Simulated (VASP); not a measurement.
# Mg63Si31 (a cell with a defect) in VASP: single point with PBEsol

Aim: the single point of Mg63Si31 (a cell with a defect) with PBEsol.

Program: VASP 6.6.1. These are calculated values, not measurements. Logs are shortened: lines on timing, memory, paths and dates and some standing lists are left out, and cuts for length are marked.

## Step 1: The cell of the first run

The cell holds a defect, 94 atoms: a = 12.649 Å, b = 12.649 Å, c = 12.649 Å, α = 90.00°, β = 90.00°, γ = 90.00°.

## Step 2: Single point, PBEsol

INCAR reads:

```
SYSTEM = Mg63Si31
PREC     = Accurate       ! precision mode
ENCUT    = 400            ! plane-wave cutoff, eV
EDIFF    = 1E-6           ! SCF threshold, eV
ISMEAR   = -1             ! smearing method
SIGMA    = 0.05           ! smearing width, eV
LREAL    = Auto         
LASPH    = .True.         ! aspherical terms in the spheres
NELM     = 120            ! most SCF steps
ALGO     = Normal         ! electronic algorithm
ISIF     = 2              ! what is computed and relaxed
LWAVE    = .False.        ! write WAVECAR
LCHARG   = .False.        ! write CHGCAR
GGA      = PS             ! functional
ISYM     = -1           
NBANDS   = 178            ! bands
GGA_COMPAT= .False.
```

KPOINTS reads:

```
explicit points
1
Reciprocal
  0.25000000   0.25000000   0.25000000 1
```

POSCAR reads:

```
Mg63Si31
1.0
   12.6494980000      0.0000000000      0.0000000000
    0.0000000000     12.6494980000      0.0000000000
    0.0000000000      0.0000000000     12.6494980000
Mg Si
63 31
Direct
    0.3738120000      0.1253990000      0.1258790000
    0.3747870000      0.1227970000      0.6251760000
    0.3748460000      0.6246200000      0.1233220000
    0.8753630000      0.1247060000      0.1252540000
    0.8748470000      0.1253100000      0.6266720000
    0.8749130000      0.6262080000      0.1257090000
    0.8773910000      0.6247650000      0.6252650000
    0.1255810000      0.3745210000      0.1261680000
    0.1249510000      0.3753680000      0.6278900000
    0.1252230000      0.8746480000      0.1241410000
    0.1259410000      0.8741770000      0.6232360000
    0.6240390000      0.3756810000      0.1242000000
    0.6272860000      0.3716550000      0.6263330000
    0.6257100000      0.8746240000      0.1260830000
    0.6245160000      0.8756250000      0.6280520000
    0.1256020000      0.1256930000      0.3749750000
    0.1252210000      0.1237500000      0.8750990000
    0.1248150000      0.6273520000      0.3758510000
    0.1258930000      0.6227490000      0.8747060000
    0.6241130000      0.1236630000      0.3760890000
    0.6257860000      0.1255920000      0.8750790000
    0.6272310000      0.6257950000      0.3720440000
    0.6244460000      0.6276060000      0.8760920000
    0.1248410000      0.1243750000      0.1247830000
    0.1251370000      0.1245290000      0.6264120000
    0.1250780000      0.6259390000      0.1249510000
    0.1391570000      0.6247640000      0.6252640000
    0.6253030000      0.1253940000      0.1259090000
    0.6243450000      0.1232530000      0.6248780000
    0.6242570000      0.6244070000      0.1236960000
    0.6191630000      0.6291000000      0.6295210000
    0.3726950000      0.3716140000      0.3720170000
    0.3726290000      0.3753060000      0.8759610000
    0.3725840000      0.8755690000      0.3758410000
    0.3773630000      0.8741160000      0.8746450000
    0.8769420000      0.3757200000      0.3761200000
    0.8740120000      0.3742700000      0.8745520000
    0.8741070000      0.8741950000      0.3747430000
    0.8764510000      0.8747220000      0.8752420000
    0.3749560000      0.3755160000      0.1240790000
    0.3733520000      0.3825520000      0.6272150000
    0.3732170000      0.8743540000      0.1246420000
    0.3754560000      0.8607770000      0.6252590000
    0.8746080000      0.3739190000      0.1253290000
    0.8760810000      0.3755570000      0.6249040000
    0.8751080000      0.8746090000      0.1248400000
    0.8750170000      0.8743890000      0.6265710000
    0.3749080000      0.1236240000      0.3760410000
    0.3731540000      0.1242240000      0.8748880000
    0.3732200000      0.6269200000      0.3829470000
    0.3754680000      0.6248020000      0.8611090000
    0.8745750000      0.1248650000      0.3744190000
    0.8750980000      0.1244480000      0.8750790000
    0.8760510000      0.6244670000      0.3760430000
    0.8750140000      0.6261470000      0.8748590000
    0.1248510000      0.3759420000      0.3764390000
    0.1243140000      0.3730700000      0.8756850000
    0.1243270000      0.8752140000      0.3735260000
    0.1256060000      0.8739250000      0.8744740000
    0.6257190000      0.3743980000      0.3747900000
    0.6237040000      0.3759780000      0.8753030000
    0.6236920000      0.8747500000      0.3765360000
    0.6265490000      0.8754640000      0.8759720000
    0.9998200000      0.9999180000      0.0002570000
    0.9985210000      0.0007840000      0.5001390000
    0.9985180000      0.4996310000      0.0011720000
    0.0019080000      0.5009300000      0.5014350000
    0.4999760000      0.0011880000      0.0015740000
    0.4992110000      0.9984710000      0.5009320000
    0.4991920000      0.5003740000      0.9988220000
    0.2499000000      0.2490030000      0.0010940000
    0.2521120000      0.2519980000      0.5011730000
    0.2506130000      0.7488500000      0.9987920000
    0.2482710000      0.7519190000      0.4964670000
    0.7496240000      0.2501040000      0.0003110000
    0.7490560000      0.2509370000      0.4997860000
    0.7507710000      0.7500460000      0.0012620000
    0.7474770000      0.7471120000      0.5012800000
    0.2498960000      0.0005990000      0.2494020000
    0.2505480000      0.9982630000      0.7494580000
    0.2520510000      0.5006900000      0.2524140000
    0.2481940000      0.4959910000      0.7524360000
    0.7496280000      0.9997130000      0.2505810000
    0.7508130000      0.0007000000      0.7505310000
    0.7491350000      0.4993850000      0.2513250000
    0.7474780000      0.5008220000      0.7476420000
    0.0001580000      0.2499230000      0.2504670000
    0.9990670000      0.2490990000      0.7503060000
    0.9990650000      0.7499080000      0.2495460000
    0.0017920000      0.7489430000      0.7493780000
    0.4997990000      0.2512480000      0.2517240000
    0.4990010000      0.2516350000      0.7482130000
    0.4989390000      0.7477280000      0.2521360000
    0.5051990000      0.7528520000      0.7532060000
```

Potentials or basis: VASP PAW PBE potentials, release 64 (Mg, Si).

Command:

```bash
cat potpaw_PBE.64/Mg/POTCAR potpaw_PBE.64/Si/POTCAR > POTCAR
mpirun -np 1 vasp_std > vasp.out
```

OUTCAR:

```text
SYSTEM = Mg63Si31
   PREC = Accurate
   ENCUT = 400
   EDIFF = 1E-6
   ISMEAR = -1
   LREAL = Auto
   LASPH = .True.
   NELM = 120
   ISIF = 2
   GGA = PS
   ISYM = -1

 ion  position               nearest neighbor table
   1  0.374  0.125  0.126-  79 2.72  71 2.72  68 2.74  91 2.76  24 3.15  40 3.16  48 3.16  49 3.17
                            42 3.18  28 3.18
   2  0.375  0.123  0.625-  69 2.72  80 2.72  72 2.75  92 2.75  48 3.15  29 3.16  25 3.16  49 3.16
                            41 3.29  43 3.31
   3  0.375  0.625  0.123-  73 2.72  70 2.72  81 2.75  93 2.75  40 3.15  30 3.15  42 3.16  26 3.16
                            50 3.28  51 3.32
   4  0.875  0.125  0.125-  64 2.73  87 2.74  83 2.75  75 2.75  52 3.15  44 3.15  24 3.16  28 3.16
                            46 3.16  53 3.16
   5  0.875  0.125  0.627-  88 2.71  84 2.72  65 2.74  76 2.76  53 3.14  45 3.17  25 3.17  29 3.17
                            47 3.17  52 3.19
   6  0.875  0.626  0.126-  89 2.71  77 2.72  66 2.74  85 2.76  46 3.14  26 3.16  54 3.17  30 3.17
                            55 3.17  44 3.19
   7  0.877  0.625  0.625-  67 2.72  90 2.72  86 2.75  78 2.75  45 3.15  54 3.15  55 3.16  47 3.16
                            31 3.27  27 3.31
   8  0.126  0.375  0.126-  87 2.73  71 2.74  66 2.75  81 2.77  40 3.15  24 3.16  56 3.17  57 3.17
                            44 3.17  26 3.18
   9  0.125  0.375  0.628-  82 2.69  88 2.74  67 2.74  72 2.76  57 3.13  41 3.14  45 3.15  27 3.16
[... 165 lines left out ...]
  93  0.499  0.748  0.252-  22 2.70   3 2.75  62 2.75  30 2.75  50 2.76  34 2.76  14 2.77  42 2.77

  94  0.505  0.753  0.753-  31 2.64  63 2.68  43 2.68  51 2.68  15 2.68  23 2.68  35 2.71

IMPORTANT INFORMATION: All symmetrisations will be switched off!
NOSYMM: (Re-)initialisation of all symmetry stuff for point group C_1.

----------------------------------------------------------------------------------------

                                     Primitive cell

  volume of cell :    2024.0436

  direct lattice vectors                    reciprocal lattice vectors
    12.649498000  0.000000000  0.000000000     0.079054521  0.000000000  0.000000000
     0.000000000 12.649498000  0.000000000     0.000000000  0.079054521  0.000000000
     0.000000000  0.000000000 12.649498000     0.000000000  0.000000000  0.079054521

  length of vectors
    12.649498000 12.649498000 12.649498000     0.079054521  0.079054521  0.079054521

  position of ions in fractional coordinates (direct lattice)
     0.373812000  0.125399000  0.125879000
     0.374787000  0.122797000  0.625176000
     0.374846000  0.624620000  0.123322000
     0.875363000  0.124706000  0.125254000
     0.874847000  0.125310000  0.626672000
     0.874913000  0.626208000  0.125709000
[... 86 lines left out ...]
     0.498939000  0.747728000  0.252136000
     0.505199000  0.752852000  0.753206000

  ion indices of the primitive-cell ions
   primitive index   ion index
                 1           1
                 2           2
                 3           3
                 4           4
                 5           5
                 6           6
[... 86 lines left out ...]
                93          93
                94          94

----------------------------------------------------------------------------------------

 KPOINTS: explicit points

Read explicit list of k-points.

 Found      1 k-points:

 Following reciprocal coordinates:
            Coordinates               Weight
  0.250000  0.250000  0.250000      1.000000
   k-points           NKPTS =      1   k-points in BZ     NKDIM =      1   number of bands    NBANDS=    178
   number of dos      NEDOS =    301   number of ions     NIONS =     94
   total plane-waves  NPLWV = 592704
   dimension x,y,z NGX =    84 NGY =   84 NGZ =   84
   dimension x,y,z NGXF=   168 NGYF=  168 NGZF=  168
   ions per type =              63  31
   NGX,Y,Z   is equivalent  to a cutoff of  11.04, 11.04, 11.04 a.u.
   NGXF,Y,Z  is equivalent  to a cutoff of  22.08, 22.08, 22.08 a.u.
 SYSTEM =  Mg63Si31
   PREC   = accura    normal or accurate (medium, high low for compatibility)
   ISTART =      0    job   : 0-new  1-cont  2-samecut
   ICHARG =      2    charge: 1-file 2-atom 10-const
   ISPIN  =      1    spin polarized calculation?
   LNONCOLLINEAR =      F non collinear calculations
   LSORBIT =      F    spin-orbit coupling
   LASPH  =      T    aspherical Exc in radial PAW
   ENCUT  =  400.0 eV  29.40 Ry    5.42 a.u.  20.63 20.63 20.63*2*pi/ulx,y,z
   NELM   =    120;   NELMIN=  2; NELMDL= -5     # of ELM steps
   EDIFF  = 0.1E-05   stopping-criterion for ELM
   LREAL  =      T    real-space projection
   EDIFFG = 0.1E-04   stopping-criterion for IOM
   NSW    =      0    number of steps for IOM
   IBRION =     -1    ionic relax: 0-MD 1-quasi-New 2-CG
   NFREE  =      0    steps in history (QN), initial steepest desc. (CG)
   ISIF   =      2    stress and relaxation
   ISYM   =     -1    0-nonsym 1-usesym 2-fastsym
   POTIM  = 0.5000    time-step for ionic-motion
   TEBEG  =    0.0;   TEEND  =   0.0 temperature during run
   PSTRESS=    0.0 pullay stress
   NELECT =     250.0000    total number of electrons
   NUPDOWN=      -1.0000    fix difference up-down
   EMIN   =  10.00;   EMAX   =-10.00  energy-range for DOS
   EFERMI =   0.00;   METHOD = LEGACY
   ISMEAR =    -1;   SIGMA  =   0.05  broadening in eV -4-tet -1-fermi 0-gaus
   EFERMI_NEDOS =   21; number of points for ismear=-14 and -15
   IALGO  =     38    algorithm
   IMIX   =      4    mixing-type and parameters
     AMIX     =   0.40;   BMIX     =  1.00
     AMIX_MAG =   1.60;   BMIX_MAG =  1.00
  volume/ion in A,a.u.               =      21.53       145.31
  Fermi-wavevector in a.u.,A,eV,Ry     =   0.815295  1.540684  9.043877  0.664706
  Thomas-Fermi vector in A             =   1.925357
   LORBIT       =      0    0 simple, 1 ext, 2 COOP (PROOUT), +10 PAW based schemes
   GGA     = PS    functional components
   LHFCALC =     F    Hartree Fock is set to
   AEXX    =    0.0000 exact exchange contribution
   IVDW    =     0    specifies the selected vdW correction
   LEPSILON=     F    determine dielectric tensor
   LRPA    =     F    only Hartree local field effects (RPA)
 non-spin polarized calculation
  energy-cutoff  :      400.00
  volume of cell :     2024.04
 maximum number of plane-waves:     36774
 NGX is ok and might be reduce to    84
   NGX = 41   NGY = 41   NGZ = 41

 number of electron     249.9999992 magnetization

 Free energy of the ion-electron system (eV)
  ---------------------------------------------------
  ext. energy  EPLUGINS =         0.00000000
  ---------------------------------------------------
  free energy    TOTEN  =      -299.15191854 eV

  energy without entropy =     -299.14541289  energy(sigma->0) =     -299.14866571

 E-fermi :   3.5836     XC(G=0):  -8.8298

 val. band max:        3.2798432518   @ k =   0.2500   0.2500   0.2500
 cond. band min:       3.8790862848   @ k =   0.2500   0.2500   0.2500
 fundamental gap:      0.5992430329
 Fermi energy:         3.5836122532

 k-point     1 :       0.2500    0.2500    0.2500
  band No.  band energies     occupation
      1      -5.5209      2.00000
      2      -5.1810      2.00000
      3      -5.1663      2.00000
      4      -5.1098      2.00000
      5      -4.8463      2.00000
      6      -4.8347      2.00000
[... 129 lines left out ...]
    136       4.7530      0.00000
    137       4.7698      0.00000
 [bands above 137 left out]

------------------------ aborting loop because EDIFF is reached ----------------------------------------

  FORCE on cell =-STRESS in cart. coord.  units (eV):
  Direction    XX          YY          ZZ          XY          YZ          ZX
  --------------------------------------------------------------------------------------
  -------------------------------------------------------------------------------------
  Total       -2.6824368     -2.6609045     -2.6912518     -3.4695987     -4.2058907     -3.4791806
  in kB       -2.1233432     -2.1062989     -2.1303210     -2.7464390     -3.3292675     -2.7540238
  external PRESSURE =      -2.1199877 kB  Pullay stress =       0.0000000 kB

 VOLUME and BASIS-vectors are now :
 -----------------------------------------------------------------------------
  energy-cutoff  :      400.00
  volume of cell :     2024.04
      direct lattice vectors                 reciprocal lattice vectors
    12.649498000  0.000000000  0.000000000     0.079054521  0.000000000  0.000000000
     0.000000000 12.649498000  0.000000000     0.000000000  0.079054521  0.000000000
     0.000000000  0.000000000 12.649498000     0.000000000  0.000000000  0.079054521

 POSITION                                       TOTAL-FORCE (eV/Angst)
 -----------------------------------------------------------------------------------
      4.72853      1.58623      1.59231        -0.001863     -0.002863     -0.001685
      4.74087      1.55332      7.90816        -0.001468     -0.003870      0.004762
      4.74161      7.90113      1.55996        -0.004047      0.003153     -0.007385
     11.07290      1.57747      1.58440         0.002966     -0.002525     -0.004276
     11.06638      1.58511      7.92709         0.002844     -0.005298      0.000182
     11.06721      7.92122      1.59016         0.001097      0.000038     -0.001807
[... 86 lines left out ...]
      6.31133      9.45838      3.18939         0.002682      0.000013     -0.004528
      6.39051      9.52320      9.52768         0.000098      0.015269      0.022190
 -----------------------------------------------------------------------------------
    total drift:                               -0.001896     -0.021916      0.007626

  FREE ENERGIE OF THE ION-ELECTRON SYSTEM (eV)
  ---------------------------------------------------
  free  energy   TOTEN  =      -299.1519185376 eV

  energy  without entropy=     -299.1454128850  energy(sigma->0) =     -299.14866571
```

Run time: 5 min. Hardware: 1 thread of Intel Xeon 6975P-C (Granite Rapids), shared host; peak memory 1.1 GiB.

What came out:

```yaml
Free_energy: -299.1519 eV
Pressure: -0.2 GPa
Largest_force: 0.030 eV/Å
```

Forces in eV/Å, atoms in the order of the input:
```
Mg  -0.002 -0.003 -0.002
Mg  -0.001 -0.004  0.005
Mg  -0.004  0.003 -0.007
Mg   0.003 -0.003 -0.004
Mg   0.003 -0.005  0.000
Mg   0.001  0.000 -0.002
Mg   0.002  0.002  0.002
Mg  -0.003  0.003  0.004
Mg   0.001  0.005 -0.002
Mg   0.002 -0.002 -0.005
Mg   0.004  0.000 -0.001
Mg   0.000  0.004 -0.009
Mg   0.007 -0.004  0.002
Mg   0.000  0.002  0.003
Mg  -0.004  0.000  0.001
Mg  -0.003  0.002  0.004
Mg   0.001 -0.007 -0.003
Mg   0.006  0.003  0.004
Mg   0.006  0.001 -0.004
Mg  -0.004 -0.007  0.007
Mg  -0.003  0.003  0.002
Mg   0.009  0.004 -0.001
Mg  -0.001  0.003 -0.004
Mg  -0.002 -0.001  0.002
Mg  -0.003 -0.006  0.002
Mg  -0.001  0.000 -0.001
Mg   0.009  0.000  0.000
Mg   0.001 -0.006 -0.009
Mg  -0.005 -0.004  0.000
Mg  -0.001 -0.002 -0.005
Mg   0.001 -0.013 -0.011
Mg  -0.003 -0.005 -0.005
Mg  -0.005  0.005 -0.001
Mg  -0.001 -0.001  0.004
Mg   0.003 -0.006 -0.007
Mg   0.005  0.004  0.007
Mg  -0.002  0.006  0.006
Mg  -0.004  0.002  0.006
Mg   0.009 -0.002 -0.005
Mg  -0.003  0.002  0.000
Mg   0.005  0.004 -0.002
Mg  -0.004  0.002 -0.004
Mg   0.001 -0.013  0.001
Mg   0.005  0.001 -0.004
Mg   0.000  0.005  0.000
Mg   0.001  0.001  0.001
Mg   0.004  0.000  0.002
Mg   0.001 -0.002  0.001
Mg  -0.001 -0.006 -0.001
Mg   0.008 -0.011  0.002
Mg  -0.001 -0.001 -0.012
Mg   0.004 -0.003  0.001
Mg   0.001 -0.002  0.000
Mg   0.002  0.001  0.004
Mg   0.001 -0.001  0.001
Mg  -0.004  0.000  0.000
Mg  -0.001  0.000 -0.002
Mg   0.000 -0.003  0.002
Mg   0.001 -0.001 -0.003
Mg  -0.003  0.002  0.004
Mg   0.000  0.002  0.002
Mg  -0.001  0.005  0.001
Mg   0.004  0.001  0.000
Si  -0.001 -0.005  0.005
Si  -0.001  0.001 -0.001
Si  -0.004  0.000  0.004
Si   0.002 -0.004 -0.007
Si   0.001  0.004  0.010
Si   0.001 -0.001 -0.007
Si   0.001  0.001  0.006
Si   0.002 -0.001  0.000
Si   0.003 -0.006 -0.001
Si  -0.002  0.004  0.006
Si  -0.022  0.020 -0.003
Si   0.000 -0.003  0.001
Si   0.000  0.001 -0.001
Si  -0.003  0.001 -0.003
Si   0.004 -0.001 -0.007
Si   0.003  0.003  0.001
Si   0.001  0.011 -0.002
Si   0.005 -0.001 -0.003
Si  -0.011 -0.006  0.015
Si  -0.001  0.006 -0.003
Si  -0.003  0.004 -0.001
Si  -0.004 -0.003  0.003
Si   0.002 -0.005 -0.004
Si  -0.002  0.004 -0.002
Si  -0.001  0.005  0.001
Si  -0.001 -0.002  0.003
Si  -0.009  0.001  0.005
Si   0.003  0.004  0.004
Si  -0.001 -0.004 -0.002
Si   0.003  0.000 -0.005
Si   0.000  0.015  0.022
```

Caveat: the PAW data sets were made with another functional, which shifts forces and pressure a little.
